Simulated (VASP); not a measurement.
Set up this calculation in VASP 6.6.1, as the native input.

```
Task                   : single point
Functional             : LDA
Potentials or basis    : VASP PAW LDA potentials, release 64 (Al, N)
Cutoff                 : 520 eV
k mesh                 : 10 × 10 × 10
Occupations            : gaussian, width 0.01 eV
Spin                   : no spin polarisation
Dipole correction      : no
Further INCAR settings : ALGO = Normal; EDIFF = 1e-06; NBANDS = 11
```

The structure of AlN lies in POSCAR:

```
AlN
1.0
    2.1485821229      2.1485821229      0.0000000000
   -2.1485821229      2.1485821229      0.0000000000
    0.0000000000      2.1485821229      2.1485821229
Al N
1 1
Direct
    0.0000000000      0.0000000000      0.0000000000
    0.2500000000      0.7500000000      0.5000000000
```

The input as run:

INCAR

```
SYSTEM = AlN
  ALGO = Normal
  EDIFF = 1E-6
  ENCUT = 520
  ISIF = 2
  ISMEAR = 0
  LASPH = .True.
  LCHARG = .False.
  LREAL = .False.
  LWAVE = .False.
  NBANDS = 11
  NELM = 60
  PREC = Accurate
  SIGMA = 0.01
```

KPOINTS

```
k-points
0
Gamma
  10 10 10
  0 0 0
```

Potentials or basis: VASP PAW LDA potentials, release 64 (Al, N).

The run is started by

```sh
$ cat potpaw_LDA.64/Al/POTCAR potpaw_LDA.64/N/POTCAR > POTCAR
$ mpirun -np 1 vasp_std > vasp.out
```

Results of the run:

```yaml
Pressure: 7.8 GPa
Band_gap_on_the_k_mesh: 3.24 eV, indirect (least direct gap 4.68 eV)
```

It took 3.9 s on 1 thread of Intel(R) Xeon(R) Platinum 8488C (Sapphire Rapids) (shared host), peak memory 0.12 GiB.
